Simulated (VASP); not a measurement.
# WC (P3m1) in VASP: notebook

WC is run at these levels: PBE; tasks: single point.

Everything below comes from runs of VASP 6.6.1. Logs are shortened: lines on timing, memory, paths and dates and some standing lists are left out, and cuts for length are marked.

## (1) The cell of the first run

The structure is trigonal, space group P3m1 (No. 156). The conventional cell has a = 2.901 Å, b = 2.901 Å, c = 2.829 Å, α = 90.00°, β = 90.00°, γ = 120.00°. Within 2.8 Å of W (site symmetry 3m) lie 6 C at 2.14 to 2.24 Å. Within 2.8 Å of C (site symmetry 3m) lie 6 W at 2.14 to 2.24 Å.

## (2) Single point, PBE (all W atoms moved +0.075 Å, as atom 1 along Cartesian [0 0 1])

File INCAR:

```
PREC     = Accurate       # precision mode
ENCUT    = 520            # plane-wave cutoff, eV
EDIFF    = 1E-7           # SCF threshold, eV
ISMEAR   = 0              # smearing method
SIGMA    = 0.15           # smearing width, eV
LREAL    = F              # projectors in reciprocal space
LASPH    = T              # aspherical terms in the spheres
NELM     = 80             # most SCF steps
ALGO     = Normal         # electronic algorithm
ISIF     = 2              # what is computed and relaxed
LWAVE    = F              # write WAVECAR
LCHARG   = F              # write CHGCAR
GGA      = PE             # functional
NBANDS   = 16             # bands
```

File KPOINTS:

```
Automatic mesh
0
Gamma
  18 18 16
```

File POSCAR:

```
WC
1.0
    2.9005014360      0.0000000000      0.0000000000
   -1.4502507180      2.5119079273      0.0000000000
    0.0000000000      0.0000000000      2.8290000000
W C
1 1
Direct
    0.0000000000      0.0000000000      0.0265111347
    0.6666666667      0.3333333333      0.5000000000
```

Potentials or basis: VASP PAW PBE potentials, release 64 (W_sv, C).

On the command line:

```console
$ cat potpaw_PBE.64/W_sv/POTCAR potpaw_PBE.64/C/POTCAR > POTCAR
$ mpirun -np 1 vasp_std > vasp.out
```

OUTCAR:

```text
PREC = Accurate
   ENCUT = 520
   EDIFF = 1E-7
   ISMEAR = 0
   LREAL = F
   LASPH = T
   NELM = 80
   ISIF = 2
   GGA = PE

 ion  position               nearest neighbor table
   1  0.000  0.000  0.027-   2 2.14   2 2.14   2 2.14   2 2.24   2 2.24   2 2.24
   2  0.667  0.333  0.500-   1 2.14   1 2.14   1 2.14   1 2.24   1 2.24   1 2.24

  LATTYP: Found a hexagonal cell.
 ALAT       =     2.9005014360
 C/A-ratio  =     0.9753485949

  Lattice vectors:

 A1 = (   2.9005014360,   0.0000000000,   0.0000000000)
 A2 = (  -1.4502507180,   2.5119079273,   0.0000000000)
 A3 = (   0.0000000000,   0.0000000000,   2.8290000000)

Analysis of symmetry for initial positions (statically):
=====================================================================
 Subroutine PRICEL returns:
 Original cell was already a primitive cell.

 Routine SETGRP: Setting up the symmetry group for a
 hexagonal supercell.

 Subroutine GETGRP returns: Found  6 space group operations
 (whereof  6 operations were pure point group operations)
 out of a pool of 24 trial point group operations.

The static configuration has the point symmetry C_3v.

Analysis of symmetry for dynamics (positions and initial velocities):
=====================================================================
 Subroutine PRICEL returns:
 Original cell was already a primitive cell.

 Routine SETGRP: Setting up the symmetry group for a
 hexagonal supercell.

 Subroutine GETGRP returns: Found  6 space group operations
 (whereof  6 operations were pure point group operations)
 out of a pool of 24 trial point group operations.

The dynamic configuration has the point symmetry C_3v.

 Subroutine INISYM returns: Found  6 space group operations
 (whereof  6 operations are pure point group operations),
 and found     1 'primitive' translations

----------------------------------------------------------------------------------------

                                     Primitive cell

  volume of cell :      20.6115

[... 75 lines left out ...]
   ions per type =               1   1
   NGX,Y,Z   is equivalent  to a cutoff of  13.76, 13.76, 14.10 a.u.
   NGXF,Y,Z  is equivalent  to a cutoff of  27.51, 27.51, 28.21 a.u.
 SYSTEM =  unknown system
   PREC   = accura    normal or accurate (medium, high low for compatibility)
   ISTART =      0    job   : 0-new  1-cont  2-samecut
   ICHARG =      2    charge: 1-file 2-atom 10-const
   ISPIN  =      1    spin polarized calculation?
   LNONCOLLINEAR =      F non collinear calculations
   LSORBIT =      F    spin-orbit coupling
   LASPH  =      T    aspherical Exc in radial PAW
   ENCUT  =  520.0 eV  38.22 Ry    6.18 a.u.   5.39  5.39  5.26*2*pi/ulx,y,z
   NELM   =     80;   NELMIN=  2; NELMDL= -5     # of ELM steps
   EDIFF  = 0.1E-06   stopping-criterion for ELM
   LREAL  =      F    real-space projection
   EDIFFG = 0.1E-05   stopping-criterion for IOM
   NSW    =      0    number of steps for IOM
   IBRION =     -1    ionic relax: 0-MD 1-quasi-New 2-CG
   NFREE  =      0    steps in history (QN), initial steepest desc. (CG)
   ISIF   =      2    stress and relaxation
   ISYM   =      2    0-nonsym 1-usesym 2-fastsym
   POTIM  = 0.5000    time-step for ionic-motion
   TEBEG  =    0.0;   TEEND  =   0.0 temperature during run
   PSTRESS=    0.0 pullay stress
   NELECT =      18.0000    total number of electrons
   NUPDOWN=      -1.0000    fix difference up-down
   EMIN   =  10.00;   EMAX   =-10.00  energy-range for DOS
   EFERMI =   0.00;   METHOD = LEGACY
   ISMEAR =     0;   SIGMA  =   0.15  broadening in eV -4-tet -1-fermi 0-gaus
   EFERMI_NEDOS =   21; number of points for ismear=-14 and -15
   IALGO  =     38    algorithm
   IMIX   =      4    mixing-type and parameters
     AMIX     =   0.40;   BMIX     =  1.00
     AMIX_MAG =   1.60;   BMIX_MAG =  1.00
  volume/ion in A,a.u.               =      10.31        69.55
  Fermi-wavevector in a.u.,A,eV,Ry     =   1.564813  2.957068 33.315762  2.448639
  Thomas-Fermi vector in A             =   2.667381
   LORBIT       =      0    0 simple, 1 ext, 2 COOP (PROOUT), +10 PAW based schemes
   GGA     = PE    functional components
   LHFCALC =     F    Hartree Fock is set to
   AEXX    =    0.0000 exact exchange contribution
   IVDW    =     0    specifies the selected vdW correction
   LEPSILON=     F    determine dielectric tensor
   LRPA    =     F    only Hartree local field effects (RPA)
 non-spin polarized calculation
 Gauss-broadening in eV      SIGMA  =   0.15
  energy-cutoff  :      520.00
  volume of cell :       20.61
 maximum number of plane-waves:       580
 NGX is ok and might be reduce to    24
   NGX = 11   NGY = 11   NGZ = 11

 number of electron      17.9999999 magnetization

 Free energy of the ion-electron system (eV)
  ---------------------------------------------------
  ext. energy  EPLUGINS =         0.00000000
  ---------------------------------------------------
  free energy    TOTEN  =       -22.39408911 eV

  energy without entropy =      -22.39051898  energy(sigma->0) =      -22.39230405

 E-fermi :  11.1829     XC(G=0): -13.8338

 val. band max:       11.1418916796   @ k =   0.0000   0.4444   0.4375
 cond. band min:      11.1926194784   @ k =   0.4444  -0.0000   0.5000
 fundamental gap:      0.0507277989
 Fermi energy:        11.1828823460

 k-point     1 :       0.0000    0.0000    0.0000
  band No.  band energies     occupation
      1     -62.8003      2.00000
      2     -26.7800      2.00000
      3     -26.6832      2.00000
      4     -26.6832      2.00000
      5      -3.3232      2.00000
      6       6.7549      2.00000
[... 433 lines left out ...]
      3     -26.9349      2.00000
      4     -26.6657      2.00000
      5       0.0619      2.00000
      6       4.2723      2.00000
[... 8 lines left out ...]
     15      25.0773      0.00000
     16      28.6310      0.00000

 [... further k-points ...]
[... 5 lines left out ...]
  --------------------------------------------------------------------------------------
  -------------------------------------------------------------------------------------
  Total        1.3419618      1.3419618      1.5321998      0.0000000     -0.0000000      0.0000000
  in kB      104.3136157    104.3136157    119.1012267      0.0000000     -0.0000000      0.0000000
  external PRESSURE =     109.2428194 kB  Pullay stress =       0.0000000 kB

 VOLUME and BASIS-vectors are now :
 -----------------------------------------------------------------------------
  energy-cutoff  :      520.00
  volume of cell :       20.61
      direct lattice vectors                 reciprocal lattice vectors
     2.900501436  0.000000000  0.000000000     0.344767973  0.199051882  0.000000000
    -1.450250718  2.511907927  0.000000000     0.000000000  0.398103764  0.000000000
     0.000000000  0.000000000  2.829000000     0.000000000  0.000000000  0.353481796

 POSITION                                       TOTAL-FORCE (eV/Angst)
 -----------------------------------------------------------------------------------
      0.00000      0.00000      0.07500        -0.000000     -0.000000     -1.117939
      1.45025      0.83730      1.41450         0.000000      0.000000      1.117939
 -----------------------------------------------------------------------------------
    total drift:                               -0.000000      0.000000     -0.000041

  FREE ENERGIE OF THE ION-ELECTRON SYSTEM (eV)
  ---------------------------------------------------
  free  energy   TOTEN  =       -22.3940891126 eV

  energy  without entropy=      -22.3905189827  energy(sigma->0) =      -22.39230405
```

OSZICAR:

```text
N       E                     dE             d eps       ncg     rms          rms(c)
DAV:   1     0.110694349455E+03    0.11069E+03   -0.94367E+03 16736   0.125E+03
DAV:   2    -0.222401888000E+02   -0.13293E+03   -0.12839E+03 19696   0.339E+02
DAV:   3    -0.254512735395E+02   -0.32111E+01   -0.32000E+01 18736   0.501E+01
DAV:   4    -0.254680047721E+02   -0.16731E-01   -0.16730E-01 21416   0.407E+00
DAV:   5    -0.254681286066E+02   -0.12383E-03   -0.12383E-03 18784   0.332E-01    0.331E+01
DAV:   6    -0.224736376845E+02    0.29945E+01   -0.57169E+00 20096   0.259E+01    0.886E+00
DAV:   7    -0.224217458541E+02    0.51892E-01   -0.42101E-01 17288   0.502E+00    0.637E+00
DAV:   8    -0.223952406793E+02    0.26505E-01   -0.59065E-02 18896   0.210E+00    0.104E+00
DAV:   9    -0.223941457596E+02    0.10949E-02   -0.28531E-03 18616   0.413E-01    0.119E-01
DAV:  10    -0.223940912663E+02    0.54493E-04   -0.28961E-04 20304   0.194E-01    0.585E-02
DAV:  11    -0.223940898700E+02    0.13963E-05   -0.12945E-05 19064   0.337E-02    0.807E-03
DAV:  12    -0.223940891968E+02    0.67322E-06   -0.24996E-06 18912   0.143E-02    0.161E-03
DAV:  13    -0.223940891126E+02    0.84159E-07   -0.99773E-08 15528   0.286E-03
   1 F= -.22394089E+02 E0= -.22392304E+02  d E =-.357013E-02
```

stdout:

```text
POSCAR found type information on POSCAR W C
 POSCAR found :  2 types and       2 ions
 scaLAPACK will be used
 LDA part: xc-table for (Slater+PW92), standard interpolation
 POSCAR, INCAR and KPOINTS ok, starting setup
 FFT: planning ... GRIDC
 FFT: planning ... GRID_SOFT
 FFT: planning ... GRID
 WAVECAR not read
 entering main loop
```

Wall time 49 s (1 thread of Intel Xeon 6975P-C (Granite Rapids), shared host); peak memory 0.28 GiB.

Results:

```
Free energy            : -22.3941 eV
Pressure               : 10.9 GPa
Largest force          : 1.118 eV/Å
Band gap on the k mesh : zero (band 9 reaches 11.83 eV, above the bottom of band 10 at 10.63 eV)
```

Forces on the atoms (eV/Å):
```
W    0.000  0.000 -1.118
C    0.000  0.000  1.118
```

Stress tensor (GPa, compression positive):
```
10.43  0.00  0.00
 0.00 10.43  0.00
 0.00  0.00 11.91
```

Caveat: the cell differs from its parent crystal (all W atoms moved +0.075 Å, as atom 1 along Cartesian [0 0 1]); spin-orbit coupling is left out, which moves the levels of the heavy elements; forces of over 1 eV/Å act on the atoms, so gaps and moduli don't describe the material at rest.

## (3) Single point, PBE (all W atoms moved +0.113 Å, as atom 1 along Cartesian [0 0 1])

File INCAR:

```
ALGO     = Normal         # electronic algorithm
EDIFF    = 1E-6           # SCF threshold, eV
ENCUT    = 520            # plane-wave cutoff, eV
GGA      = PE             # functional
ISIF     = 2              # what is computed and relaxed
ISMEAR   = 0              # smearing method
LASPH    = True           # aspherical terms in the spheres
LCHARG   = False          # write CHGCAR
LREAL    = False          # projectors in reciprocal space
LWAVE    = False          # write WAVECAR
NBANDS   = 16             # bands
NELM     = 60             # most SCF steps
PREC     = Accurate       # precision mode
SIGMA    = 0.15           # smearing width, eV
```

File KPOINTS:

```
k-points
0
Gamma
  18 18 16
```

Changes to POSCAR since step 2:

```diff
@@ -8,3 +8,3 @@
 Direct
-    0.0000000000      0.0000000000      0.0265111347
+    0.0000000000      0.0000000000      0.0397667020
     0.6666666667      0.3333333333      0.5000000000
```

Potentials or basis: VASP PAW PBE potentials, release 64 (W_sv, C).

On the command line:

```console
$ cat potpaw_PBE.64/W_sv/POTCAR potpaw_PBE.64/C/POTCAR > POTCAR
$ mpirun -np 1 vasp_std > vasp.out
```

Run time: 46 s. Hardware: 1 thread of Intel Xeon 6975P-C (Granite Rapids), shared host; peak memory 0.28 GiB.

Results (log left out):

* Free energy: -22.3414 eV
* Pressure: 12.5 GPa
* Largest force: 1.694 eV/Å
* Band gap on the k mesh: zero (band 9 reaches 11.85 eV, above the bottom of band 10 at 10.67 eV)

Forces in eV/Å, atoms in the order of the input:
```
W    0.000  0.000 -1.694
C    0.000  0.000  1.694
```

Stress tensor (GPa, compression positive):
```
11.86  0.00  0.00
 0.00 11.86  0.00
 0.00  0.00 13.87
```

Levels at points of the mesh, in eV from the Fermi level:
| k point | band 7 | band 8 | band 9 | band 10 | band 11 | band 12 |
| --- | --- | --- | --- | --- | --- | --- |
| (0.00, 0.00, 0.00) | -3.47 | -3.47 | 0.32 | 3.17 | 3.17 | 5.84 |
| (0.50, 0.00, 0.00) | -3.86 | -3.34 | -0.67 | 2.53 | 4.56 | 4.85 |
| (0.00, 0.00, 0.50) | -2.24 | -2.24 | -0.53 | -0.53 | 3.79 | 4.63 |
| (0.50, 0.00, 0.50) | -4.39 | -4.17 | 0.29 | 4.42 | 5.35 | 6.62 |

Caveat: the cell differs from its parent crystal (all W atoms moved +0.113 Å, as atom 1 along Cartesian [0 0 1]); spin-orbit coupling is left out, which moves the levels of the heavy elements; forces of over 1 eV/Å act on the atoms, so gaps and moduli don't describe the material at rest.

(Part 1 of 2 ends here.)
